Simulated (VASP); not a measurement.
# Al in VASP: notebook, part 2 of 2

VASP 6.6.1. The steps go on from the part before.

## Step 3: Single point, PBE

INCAR reads:

```
  ALGO = Normal
  DIPOL = 0.5 0.5 0.331
  EDIFF = 1E-6
  ENCUT = 520
  GGA = PE
  IDIPOL = 3
  ISIF = 2
  ISMEAR = 0
  LASPH = True
  LCHARG = False
  LDIPOL = True
  LREAL = False
  LWAVE = False
  NBANDS = 32
  NELM = 100
  PREC = Accurate
  SIGMA = 0.1
```

KPOINTS reads:

```
k-points
0
Gamma
  6 6 1
```

POSCAR reads:

```
Al
1.0
    5.7143028096      0.0000000000      0.0000000000
   -2.8571514048      4.9487313980      0.0000000000
    0.0000000000      0.0000000000     20.1016424764
Al
13
Direct
    0.3333333333      0.1666666667      0.1989887147
    0.3333333333      0.6666666667      0.1989887147
    0.8333333333      0.1666666667      0.1989887147
    0.8333333333      0.6666666667      0.1989887147
    0.1666666667      0.3333333333      0.3134533099
    0.1666666667      0.8333333333      0.3134533099
    0.6666666667      0.3333333333      0.3134533099
    0.6666666667      0.8333333333      0.3134533099
    0.0000000000      0.0000000000      0.4279074452
    0.0000000000      0.5000000000      0.4279074452
    0.5000000000      0.0000000000      0.4279074452
    0.5000000000      0.5000000000      0.4279074452
    0.3333333333      0.1666666667      0.5367708764
```

Potentials or basis: VASP PAW PBE potentials, release 64 (Al).

Launch:

```sh
$ cat potpaw_PBE.64/Al/POTCAR > POTCAR
$ mpirun -np 1 vasp_std > vasp.out
```

OUTCAR:

```text
EDIFF = 1E-6
   ENCUT = 520
   GGA = PE
   ISIF = 2
   ISMEAR = 0
   LASPH = True
   LREAL = False
   NELM = 100
   PREC = Accurate

 ion  position               nearest neighbor table
   1  0.333  0.167  0.199-   5 2.83   6 2.83   7 2.83   4 2.86   2 2.86   2 2.86   4 2.86   3 2.86
                             3 2.86
   2  0.333  0.667  0.199-   6 2.83   5 2.83   8 2.83   3 2.86   1 2.86   1 2.86   3 2.86   4 2.86
                             4 2.86
   3  0.833  0.167  0.199-   7 2.83   8 2.83   5 2.83   4 2.86   2 2.86   4 2.86   2 2.86   1 2.86
                             1 2.86
   4  0.833  0.667  0.199-   8 2.83   7 2.83   6 2.83   3 2.86   1 2.86   3 2.86   1 2.86   2 2.86
                             2 2.86
   5  0.167  0.333  0.313-   9 2.83  12 2.83  10 2.83   1 2.83   2 2.83   3 2.83   8 2.86   6 2.86
                             6 2.86   8 2.86   7 2.86   7 2.86
   6  0.167  0.833  0.313-  10 2.83  11 2.83   9 2.83   2 2.83   1 2.83   4 2.83   7 2.86   5 2.86
                             5 2.86   7 2.86   8 2.86   8 2.86
   7  0.667  0.333  0.313-  11 2.83  10 2.83  12 2.83   3 2.83   4 2.83   1 2.83   8 2.86   6 2.86
                             8 2.86   6 2.86   5 2.86   5 2.86
   8  0.667  0.833  0.313-  12 2.83   9 2.83  11 2.83   4 2.83   3 2.83   2 2.83   7 2.86   5 2.86
[... 458 lines left out ...]
  -------------------------------------------------------------------------------------
  Total       -2.7912098     -2.7912098      1.3507285      0.0000000      0.0000000      0.0000000
  in kB       -7.8670949     -7.8670949      3.8070622      0.0000000      0.0000000      0.0000000
  external PRESSURE =      -3.9757092 kB  Pullay stress =       0.0000000 kB

 VOLUME and BASIS-vectors are now :
 -----------------------------------------------------------------------------
  energy-cutoff  :      520.00
  volume of cell :      568.45
      direct lattice vectors                 reciprocal lattice vectors
     5.714302810  0.000000000  0.000000000     0.174999476  0.101035995  0.000000000
    -2.857151405  4.948731398  0.000000000     0.000000000  0.202071990  0.000000000
     0.000000000  0.000000000 20.101642476     0.000000000  0.000000000  0.049747179

 POSITION                                       TOTAL-FORCE (eV/Angst)
 -----------------------------------------------------------------------------------
      1.42858      0.82479      4.00000        -0.000000      0.000000     -0.130856
     -0.00000      3.29915      4.00000        -0.013686     -0.007902     -0.073452
      4.28573      0.82479      4.00000        -0.000000      0.015804     -0.073452
      2.85715      3.29915      4.00000         0.013686     -0.007902     -0.073452
      0.00000      1.64958      6.30093        -0.003473      0.002005     -0.021485
     -1.42858      4.12394      6.30093        -0.000000     -0.004010     -0.021485
      2.85715      1.64958      6.30093         0.003473      0.002005     -0.021485
      1.42858      4.12394      6.30093        -0.000000     -0.000000      0.152921
      0.00000      0.00000      8.60164        -0.085998     -0.049651      0.037462
     -1.42858      2.47437      8.60164        -0.000000     -0.000000      0.174313
      2.85715      0.00000      8.60164         0.085998     -0.049651      0.037462
      1.42858      2.47437      8.60164        -0.000000      0.099301      0.037462
      1.42858      0.82479     10.78998        -0.000000      0.000000     -0.023953
 -----------------------------------------------------------------------------------
    total drift:                                0.000000      0.000000     -0.000080

  FREE ENERGIE OF THE ION-ELECTRON SYSTEM (eV)
  ---------------------------------------------------
  free  energy   TOTEN  =       -45.0488376079 eV

  energy  without entropy=      -45.0296621176  energy(sigma->0) =      -45.03924986

 vacuum level on the upper side and lower side of the slab         4.625         4.308
```

OSZICAR:

```text
N       E                     dE             d eps       ncg     rms          rms(c)
DAV:   1     0.122231609840E+03    0.12223E+03   -0.11696E+04   448   0.857E+02
DAV:   2    -0.386781821454E+02   -0.16091E+03   -0.15448E+03   616   0.146E+02
DAV:   3    -0.472400604313E+02   -0.85619E+01   -0.83460E+01   576   0.330E+01
[... 17 lines left out ...]
DAV:  21    -0.450488241307E+02   -0.18783E-04   -0.22565E-06   448   0.409E-03    0.139E-03
DAV:  22    -0.450488322004E+02   -0.80697E-05   -0.10177E-06   448   0.291E-03    0.105E-03
DAV:  23    -0.450488358722E+02   -0.36718E-05   -0.56633E-07   448   0.221E-03    0.536E-04
DAV:  24    -0.450488374942E+02   -0.16220E-05   -0.32226E-07   448   0.176E-03    0.297E-04
DAV:  25    -0.450488376079E+02   -0.11372E-06   -0.54469E-08   400   0.103E-03
   1 F= -.45048838E+02 E0= -.45039250E+02  d E =-.191755E-01
```

It took 3.3 min on 1 thread of Intel Xeon 6975P-C (Granite Rapids), shared host; peak memory 0.58 GiB.

Results:

```
Free energy            : -45.0488 eV
Largest force          : 0.174 eV/Å
Band gap on the k mesh : zero (an odd number of electrons rules out a gap without spin polarisation)
```

Forces in eV/Å, atoms in the order of the input:
```
Al   0.000  0.000 -0.131
Al  -0.014 -0.008 -0.073
Al   0.000  0.016 -0.073
Al   0.014 -0.008 -0.073
Al  -0.003  0.002 -0.021
Al   0.000 -0.004 -0.021
Al   0.003  0.002 -0.021
Al   0.000  0.000  0.153
Al  -0.086 -0.050  0.037
Al   0.000  0.000  0.174
Al   0.086 -0.050  0.037
Al   0.000  0.099  0.037
Al   0.000  0.000 -0.024
```
